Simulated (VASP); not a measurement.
# Sr4ZrPt (F-43m) in VASP: notebook

Sr4ZrPt is run at these levels: PBE; tasks: single point.

Everything below comes from runs of VASP 6.6.1. Logs are shortened: lines on timing, memory, paths and dates and some standing lists are left out, and cuts for length are marked.

### 1 The cell of the first run

Symmetry: F-43m, No. 216, cubic system. Conventional cell: a = 8.487 Å, b = 8.487 Å, c = 8.487 Å, α = 90.00°, β = 90.00°, γ = 90.00°. Sr (site symmetry 3m) has 6 Sr at 3.00 Å and 3 Pt at 3.52 Å and 3 Zr at 3.52 Å within 4.0 Å. Within 4.6 Å of Zr (site symmetry -43m) lie 12 Sr at 3.52 Å and 4 Pt at 3.67 Å. Within 4.6 Å of Pt (site symmetry -43m) lie 12 Sr at 3.52 Å and 4 Zr at 3.67 Å.

### 2 Single point, PBE

INCAR reads:

```
PREC = Accurate
ENCUT = 520
EDIFF = 1E-6
ISMEAR = 0
SIGMA = 0.1
LREAL = F
LASPH = T
NELM = 80
ALGO = Normal
ISIF = 2
LWAVE = F
LCHARG = F
GGA = PE
NBANDS = 40
```

KPOINTS reads:

```
regular mesh
0
Gamma
  4 4 4
```

POSCAR reads:

```
Sr4ZrPt
1.0
    0.0000000000      4.2432627287      4.2432627287
    4.2432627287      0.0000000000      4.2432627287
    4.2432627287      4.2432627287      0.0000000000
Sr Zr Pt
4 1 1
Direct
    0.3750000000      0.8750000000      0.3750000000
    0.3750000000      0.3750000000      0.8750000000
    0.3750000000      0.3750000000      0.3750000000
    0.8750000000      0.3750000000      0.3750000000
    0.0000000000      0.0000000000      0.0000000000
    0.7500000000      0.7500000000      0.7500000000
```

Potentials or basis: VASP PAW PBE potentials, release 64 (Sr_sv, Zr_sv, Pt).

Launch:

```
$ cat potpaw_PBE.64/Sr_sv/POTCAR potpaw_PBE.64/Zr_sv/POTCAR potpaw_PBE.64/Pt/POTCAR > POTCAR
$ mpirun -np 1 vasp_std > vasp.out
```

OUTCAR:

```text
PREC = Accurate
   ENCUT = 520
   EDIFF = 1E-6
   ISMEAR = 0
   LREAL = F
   LASPH = T
   NELM = 80
   ISIF = 2
   GGA = PE

 ion  position               nearest neighbor table
   1  0.375  0.875  0.375-   3 3.00   2 3.00   2 3.00   3 3.00   4 3.00   4 3.00   6 3.52   5 3.52
                             5 3.52   6 3.52   5 3.52   6 3.52
   2  0.375  0.375  0.875-   3 3.00   1 3.00   3 3.00   4 3.00   1 3.00   4 3.00   5 3.52   5 3.52
                             6 3.52   6 3.52   5 3.52   6 3.52
   3  0.375  0.375  0.375-   1 3.00   2 3.00   4 3.00   2 3.00   1 3.00   4 3.00   5 3.52   6 3.52
                             5 3.52   6 3.52   5 3.52   6 3.52
   4  0.875  0.375  0.375-   3 3.00   2 3.00   1 3.00   1 3.00   2 3.00   3 3.00   6 3.52   5 3.52
                             6 3.52   5 3.52   6 3.52   5 3.52
   5  0.000  0.000  0.000-   1 3.52   2 3.52   4 3.52   1 3.52   3 3.52   4 3.52   2 3.52   3 3.52
                             4 3.52   1 3.52   2 3.52   3 3.52   6 3.67   6 3.67   6 3.67   6 3.67
   6  0.750  0.750  0.750-   1 3.52   2 3.52   3 3.52   2 3.52   3 3.52   4 3.52   1 3.52   3 3.52
                             4 3.52   1 3.52   2 3.52   4 3.52   5 3.67   5 3.67   5 3.67   5 3.67

  LATTYP: Found a face centered cubic cell.
 ALAT       =     8.4865254574

  Lattice vectors:

 A1 = (   0.0000000000,   4.2432627287,   4.2432627287)
 A2 = (   4.2432627287,   0.0000000000,   4.2432627287)
 A3 = (   4.2432627287,   4.2432627287,   0.0000000000)

Analysis of symmetry for initial positions (statically):
=====================================================================
 Subroutine PRICEL returns:
 Original cell was already a primitive cell.

 Routine SETGRP: Setting up the symmetry group for a
 face centered cubic supercell.

 Subroutine GETGRP returns: Found 24 space group operations
 (whereof 24 operations were pure point group operations)
 out of a pool of 48 trial point group operations.

The static configuration has the point symmetry T_d .

Analysis of symmetry for dynamics (positions and initial velocities):
=====================================================================
 Subroutine PRICEL returns:
 Original cell was already a primitive cell.

 Routine SETGRP: Setting up the symmetry group for a
 face centered cubic supercell.

 Subroutine GETGRP returns: Found 24 space group operations
 (whereof 24 operations were pure point group operations)
 out of a pool of 48 trial point group operations.

The dynamic configuration has the point symmetry T_d .

 Subroutine INISYM returns: Found 24 space group operations
 (whereof 24 operations are pure point group operations),
 and found     1 'primitive' translations

----------------------------------------------------------------------------------------

                                     Primitive cell

  volume of cell :     152.8023

  direct lattice vectors                    reciprocal lattice vectors
     0.000000000  4.243262729  4.243262729    -0.117833854  0.117833854  0.117833854
     4.243262729  0.000000000  4.243262729     0.117833854 -0.117833854  0.117833854
     4.243262729  4.243262729  0.000000000     0.117833854  0.117833854 -0.117833854

  length of vectors
     6.000879700  6.000879700  6.000879700     0.204094222  0.204094222  0.204094222

  position of ions in fractional coordinates (direct lattice)
     0.375000000  0.875000000  0.375000000
     0.375000000  0.375000000  0.875000000
     0.375000000  0.375000000  0.375000000
     0.875000000  0.375000000  0.375000000
     0.000000000  0.000000000  0.000000000
     0.750000000  0.750000000  0.750000000

  ion indices of the primitive-cell ions
   primitive index   ion index
                 1           1
                 2           2
                 3           3
                 4           4
                 5           5
                 6           6

----------------------------------------------------------------------------------------

 KPOINTS: regular mesh

Automatic generation of k-mesh.
 Grid dimensions read from file:
 generate k-points for:    4    4    4

 Generating k-lattice:

  Cartesian coordinates                     Fractional coordinates (reciprocal lattice)
    -0.029458463  0.029458463  0.029458463     0.250000000  0.000000000  0.000000000
     0.029458463 -0.029458463  0.029458463     0.000000000  0.250000000  0.000000000
     0.029458463  0.029458463 -0.029458463     0.000000000  0.000000000  0.250000000

  Length of vectors
     0.051023555  0.051023555  0.051023555

  Shift w.r.t. Gamma in fractional coordinates (k-lattice)
     0.000000000  0.000000000  0.000000000

 Subroutine IBZKPT returns following result:
 ===========================================

 Found      8 irreducible k-points:

 Following reciprocal coordinates:
            Coordinates               Weight
  0.000000  0.000000  0.000000      1.000000
  0.250000  0.000000  0.000000      8.000000
  0.500000  0.000000  0.000000      4.000000
  0.250000  0.250000  0.000000      6.000000
  0.500000  0.250000  0.000000     24.000000
 -0.250000  0.250000  0.000000     12.000000
  0.500000  0.500000  0.000000      3.000000
 -0.250000  0.500000  0.250000      6.000000
   k-points           NKPTS =      8   k-points in BZ     NKDIM =      8   number of bands    NBANDS=     40
   number of dos      NEDOS =    301   number of ions     NIONS =      6
   total plane-waves  NPLWV = 110592
   dimension x,y,z NGX =    48 NGY =   48 NGZ =   48
   dimension x,y,z NGXF=    96 NGYF=   96 NGZF=   96
   ions per type =               4   1   1
   NGX,Y,Z   is equivalent  to a cutoff of  13.30, 13.30, 13.30 a.u.
   NGXF,Y,Z  is equivalent  to a cutoff of  26.60, 26.60, 26.60 a.u.
 SYSTEM =  unknown system
   PREC   = accura    normal or accurate (medium, high low for compatibility)
   ISTART =      0    job   : 0-new  1-cont  2-samecut
   ICHARG =      2    charge: 1-file 2-atom 10-const
   ISPIN  =      1    spin polarized calculation?
   LNONCOLLINEAR =      F non collinear calculations
   LSORBIT =      F    spin-orbit coupling
   LASPH  =      T    aspherical Exc in radial PAW
   ENCUT  =  520.0 eV  38.22 Ry    6.18 a.u.  11.16 11.16 11.16*2*pi/ulx,y,z
   NELM   =     80;   NELMIN=  2; NELMDL= -5     # of ELM steps
   EDIFF  = 0.1E-05   stopping-criterion for ELM
   LREAL  =      F    real-space projection
   EDIFFG = 0.1E-04   stopping-criterion for IOM
   NSW    =      0    number of steps for IOM
   IBRION =     -1    ionic relax: 0-MD 1-quasi-New 2-CG
   NFREE  =      0    steps in history (QN), initial steepest desc. (CG)
   ISIF   =      2    stress and relaxation
   ISYM   =      2    0-nonsym 1-usesym 2-fastsym
   POTIM  = 0.5000    time-step for ionic-motion
   TEBEG  =    0.0;   TEEND  =   0.0 temperature during run
   PSTRESS=    0.0 pullay stress
   NELECT =      62.0000    total number of electrons
   NUPDOWN=      -1.0000    fix difference up-down
   EMIN   =  10.00;   EMAX   =-10.00  energy-range for DOS
   EFERMI =   0.00;   METHOD = LEGACY
   ISMEAR =     0;   SIGMA  =   0.10  broadening in eV -4-tet -1-fermi 0-gaus
   EFERMI_NEDOS =   21; number of points for ismear=-14 and -15
   IALGO  =     38    algorithm
   IMIX   =      4    mixing-type and parameters
     AMIX     =   0.40;   BMIX     =  1.00
     AMIX_MAG =   1.60;   BMIX_MAG =  1.00
  volume/ion in A,a.u.               =      25.47       171.86
  Fermi-wavevector in a.u.,A,eV,Ry     =   1.211980  2.290310 19.985539  1.468896
  Thomas-Fermi vector in A             =   2.347479
   LORBIT       =      0    0 simple, 1 ext, 2 COOP (PROOUT), +10 PAW based schemes
   GGA     = PE    functional components
   LHFCALC =     F    Hartree Fock is set to
   AEXX    =    0.0000 exact exchange contribution
   IVDW    =     0    specifies the selected vdW correction
   LEPSILON=     F    determine dielectric tensor
   LRPA    =     F    only Hartree local field effects (RPA)
 non-spin polarized calculation
 Gauss-broadening in eV      SIGMA  =   0.10
  energy-cutoff  :      520.00
  volume of cell :      152.80
 maximum number of plane-waves:      4140
 NGX is ok and might be reduce to    48
   NGX = 23   NGY = 23   NGZ = 23

 number of electron      62.0000000 magnetization

 Free energy of the ion-electron system (eV)
  ---------------------------------------------------
  ext. energy  EPLUGINS =         0.00000000
  ---------------------------------------------------
  free energy    TOTEN  =       -13.67426103 eV

  energy without entropy =      -13.59139592  energy(sigma->0) =      -13.63282847

 E-fermi :   5.3955     XC(G=0): -10.2620

 val. band max:        5.3935381635   @ k =  -0.2500   0.5000   0.2500
 cond. band min:       5.3956812204   @ k =   0.2500   0.0000   0.0000
 fundamental gap:      0.0021430568
 Fermi energy:         5.3954879721

 k-point     1 :       0.0000    0.0000    0.0000
  band No.  band energies     occupation
      1     -43.8488      2.00000
      2     -30.5591      2.00000
      3     -29.9676      2.00000
      4     -29.9676      2.00000
      5     -29.9676      2.00000
      6     -21.8720      2.00000
[... 32 lines left out ...]
     39       7.1986      0.00000
     40       7.4292      0.00000

 k-point     2 :       0.2500    0.0000    0.0000
  band No.  band energies     occupation
      1     -43.8488      2.00000
      2     -30.5014      2.00000
      3     -30.0347      2.00000
      4     -29.9681      2.00000
      5     -29.9681      2.00000
      6     -21.8721      2.00000
[... 32 lines left out ...]
     39       7.7874      0.00000
     40       7.7874      0.00000

 k-point     3 :       0.5000    0.0000    0.0000
  band No.  band energies     occupation
      1     -43.8488      2.00000
      2     -30.4196      2.00000
      3     -30.1258      2.00000
      4     -29.9685      2.00000
      5     -29.9685      2.00000
      6     -21.8723      2.00000
[... 32 lines left out ...]
     39       8.1771      0.00000
     40       8.1773      0.00000

 k-point     4 :       0.2500    0.2500    0.0000
  band No.  band energies     occupation
      1     -43.8488      2.00000
      2     -30.4781      2.00000
      3     -30.0603      2.00000
      4     -29.9686      2.00000
      5     -29.9686      2.00000
      6     -21.8717      2.00000
[... 32 lines left out ...]
     39       7.3866      0.00000
     40       8.1146      0.00000

 k-point     5 :       0.5000    0.2500    0.0000
  band No.  band energies     occupation
      1     -43.8488      2.00000
      2     -30.3780      2.00000
      3     -30.1696      2.00000
      4     -29.9693      2.00000
      5     -29.9691      2.00000
      6     -21.8718      2.00000
[... 32 lines left out ...]
     39       7.5997      0.00000
     40       8.1364      0.00000

 k-point     6 :      -0.2500    0.2500    0.0000
  band No.  band energies     occupation
      1     -43.8488      2.00000
      2     -30.4198      2.00000
      3     -30.1250      2.00000
      4     -29.9692      2.00000
      5     -29.9685      2.00000
      6     -21.8723      2.00000
[... 32 lines left out ...]
     39       7.8170      0.00000
     40       7.8663      0.00000

 k-point     7 :       0.5000    0.5000    0.0000
  band No.  band energies     occupation
      1     -43.8488      2.00000
      2     -30.2768      2.00000
      3     -30.2734      2.00000
      4     -29.9696      2.00000
      5     -29.9696      2.00000
      6     -21.8714      2.00000
[... 32 lines left out ...]
     39       7.9060      0.00000
     40       8.0108      0.00000

 k-point     8 :      -0.2500    0.5000    0.2500
  band No.  band energies     occupation
      1     -43.8488      2.00000
      2     -30.2770      2.00000
      3     -30.2734      2.00000
      4     -29.9697      2.00000
      5     -29.9694      2.00000
      6     -21.8718      2.00000
[... 32 lines left out ...]
     39       7.4553      0.00000
     40       8.1789      0.00000

------------------------ aborting loop because EDIFF is reached ----------------------------------------

  FORCE on cell =-STRESS in cart. coord.  units (eV):
  Direction    XX          YY          ZZ          XY          YZ          ZX
  --------------------------------------------------------------------------------------
  -------------------------------------------------------------------------------------
  Total       11.0595984     11.0595984     11.0595984      0.0000000      0.0000000      0.0000000
  in kB      115.9631959    115.9631959    115.9631959      0.0000000      0.0000000      0.0000000
  external PRESSURE =     115.9631959 kB  Pullay stress =       0.0000000 kB

 VOLUME and BASIS-vectors are now :
 -----------------------------------------------------------------------------
  energy-cutoff  :      520.00
  volume of cell :      152.80
      direct lattice vectors                 reciprocal lattice vectors
     0.000000000  4.243262729  4.243262729    -0.117833854  0.117833854  0.117833854
     4.243262729  0.000000000  4.243262729     0.117833854 -0.117833854  0.117833854
     4.243262729  4.243262729  0.000000000     0.117833854  0.117833854 -0.117833854

 POSITION                                       TOTAL-FORCE (eV/Angst)
 -----------------------------------------------------------------------------------
      5.30408      3.18245      5.30408        -0.308197      0.308197     -0.308197
      5.30408      5.30408      3.18245        -0.308197     -0.308197      0.308197
      3.18245      3.18245      3.18245         0.308197      0.308197      0.308197
      3.18245      5.30408      5.30408         0.308197     -0.308197     -0.308197
      0.00000      0.00000      0.00000        -0.000000     -0.000000     -0.000000
      6.36489      6.36489      6.36489         0.000000     -0.000000     -0.000000
 -----------------------------------------------------------------------------------
    total drift:                                0.000000      0.000000      0.000000

  FREE ENERGIE OF THE ION-ELECTRON SYSTEM (eV)
  ---------------------------------------------------
  free  energy   TOTEN  =       -13.6742610257 eV

  energy  without entropy=      -13.5913959214  energy(sigma->0) =      -13.63282847
```

It took 2.5 min on 1 thread of Oxide Virtual Turin-like, shared host; peak memory 0.3 GiB.

Results:

| Property | Result |
| --- | --- |
| Free energy | -13.6743 eV |
| Pressure | 11.6 GPa |
| Band gap on the k mesh | zero (bands 31 and 32 overlap by 0.44 eV) |

Levels at points of the mesh, in eV from the Fermi level:
```
           k point  band 28  band 29  band 30  band 31  band 32  band 33  band 34  band 35
(0.00, 0.00, 0.00)    -0.85    -0.85    -0.85    -0.44    -0.44    -0.44     0.48     0.48
(0.50, 0.00, 0.00)    -0.96    -0.37    -0.37    -0.04     0.13     0.13     0.83     0.83
(0.50, 0.50, 0.00)    -0.36    -0.36    -0.16    -0.13     0.24     0.40     0.40     0.56
```

Caveat: the cell stands under pressure; spin-orbit coupling is left out, which moves the levels of the heavy elements.

### 3 Single point, PBE

This run uses another cell than the first one, of 35.49 Å³/atom.

INCAR reads:

```
PREC = Accurate
ENCUT = 520
EDIFF = 1E-6
ISMEAR = 0
SIGMA = 0.1
LREAL = False
LASPH = True
NELM = 100
ALGO = Normal
ISIF = 2
LWAVE = False
LCHARG = False
GGA = PE
NBANDS = 40
```

KPOINTS is that of step 2.

POSCAR reads:

```
Sr4ZrPt
1.0
    0.0000000000      4.7395067196      4.7395067196
    4.7395067196      0.0000000000      4.7395067196
    4.7395067196      4.7395067196      0.0000000000
Sr Zr Pt
4 1 1
Direct
    0.3752169870      0.8743490391      0.3752169870
    0.3752169870      0.3752169870      0.8743490391
    0.3752169870      0.3752169870      0.3752169870
    0.8743490391      0.3752169870      0.3752169870
    0.0000000000      0.0000000000      0.0000000000
    0.7500000000      0.7500000000      0.7500000000
```

Potentials or basis: VASP PAW PBE potentials, release 64 (Sr_sv, Zr_sv, Pt).

Launch:

```
$ cat potpaw_PBE.64/Sr_sv/POTCAR potpaw_PBE.64/Zr_sv/POTCAR potpaw_PBE.64/Pt/POTCAR > POTCAR
$ mpirun -np 1 vasp_std > vasp.out
```

Wall time 4.5 min (1 thread of Oxide Virtual Turin-like, shared host); peak memory 0.34 GiB.

Results (log left out):

```
Free energy            : -15.4094 eV
Pressure               : 0.5 GPa
Band gap on the k mesh : zero (bands 31 and 32 overlap by 0.26 eV)
```

Levels at points of the mesh, in eV from the Fermi level:
```
           k point  band 27  band 28  band 29  band 30  band 31  band 32  band 33  band 34  band 35  band 36
(0.00, 0.00, 0.00)    -1.45    -0.36    -0.36    -0.36    -0.19    -0.19    -0.19     0.37     0.37     0.70
(0.50, 0.00, 0.00)    -1.48    -0.78    -0.24    -0.24     0.07     0.14     0.14     0.64     0.64     0.99
(0.50, 0.50, 0.00)    -1.44    -0.61    -0.22    -0.14    -0.14     0.00     0.00     0.18     0.21     0.93
```

Caveat: spin-orbit coupling is left out, which moves the levels of the heavy elements.
